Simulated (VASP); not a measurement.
Write the native input for VASP 6.6.1 that does the following.

- Task: single point
- Functional: r2SCAN
- Potentials or basis: VASP PAW PBE potentials, release 64 (Ti_sv, N)
- Cutoff: 660 eV
- k mesh: 7 × 7 × 7
- Occupations: gaussian, width 0.05 eV
- Spin: collinear spin, ferromagnetic start
- Starting moments: [1.0, 0.0] μB
- Hubbard terms: Ti d U = 2.5 eV
- Dipole correction: no
- Further INCAR settings: ALGO = Normal; EDIFF = 1e-06; NBANDS = 20

Crystal: TiN.

```
Ti N
1.0
     0.00000    2.24477    2.24477
     2.24477    0.00000    2.24477
     2.24477    2.24477    0.00000
Ti N
1 1
Direct
  0.50000 0.50000 0.50000
  0.00000 0.00000 0.00000
```

These files were run (other wordings do the same):

POSCAR

```
TiN
1.0
    0.0000000000      2.2447686400      2.2447686400
    2.2447686400      0.0000000000      2.2447686400
    2.2447686400      2.2447686400      0.0000000000
Ti N
1 1
Direct
    0.5000000000      0.5000000000      0.5000000000
    0.0000000000      0.0000000000      0.0000000000
```

INCAR.step1

```
PREC = Accurate
ENCUT = 660
ISMEAR = 0
SIGMA = 0.05
LREAL = F
LASPH = T
NELM = 200
ISPIN = 2
MAGMOM = 1 0
LMAXMIX = 4
LDAU = T
LDAUTYPE = 2
LDAUL = 2 -1
LDAUU = 2.5 0
LDAUJ = 0 0
NBANDS = 20
GGA = PE
ALGO = Normal
EDIFF = 1E-5
LWAVE = T
LCHARG = F
GGA_COMPAT = F
```

INCAR.step2

```
PREC = Accurate
ENCUT = 660
EDIFF = 1E-6
ISMEAR = 0
SIGMA = 0.05
LREAL = F
LASPH = T
NELM = 200
ALGO = Normal
ISIF = 2
LWAVE = F
LCHARG = F
ISPIN = 2
MAGMOM = 1 0
LORBIT = 11
LMAXMIX = 4
LDAU = T
LDAUTYPE = 2
LDAUL = 2 -1
LDAUU = 2.5 0
LDAUJ = 0 0
LDAUPRINT = 1
METAGGA = R2SCAN
LMIXTAU = T
NBANDS = 20
ISTART = 1
GGA_COMPAT = F
```

KPOINTS

```
Automatic mesh
0
Gamma
  7 7 7
```

Potentials or basis: VASP PAW PBE potentials, release 64 (Ti_sv, N).

Command:

```console
$ cat potpaw_PBE.64/Ti_sv/POTCAR potpaw_PBE.64/N/POTCAR > POTCAR
$ cp INCAR.step1 INCAR
$ mpirun -np 1 vasp_std > vasp.out
$ cp INCAR.step2 INCAR
$ mpirun -np 1 vasp_std > vasp.out
```

It gave:

| Property | Result |
| --- | --- |
| Pressure | -30.6 GPa |
| Net moment | 0.11 μB per cell |
| Site moments | Ti +0.10; N -0.01 μB |
| Valence electrons inside the program's atomic spheres | Ti 10.01; N 3.69 |

Caveat: the PAW data sets were made with another functional, which shifts forces and pressure a little.

It took 2.3 min on 1 thread of AMD EPYC 7R43 64-Core Processor (Zen 3), on a shared host, peak memory 0.16 GiB.
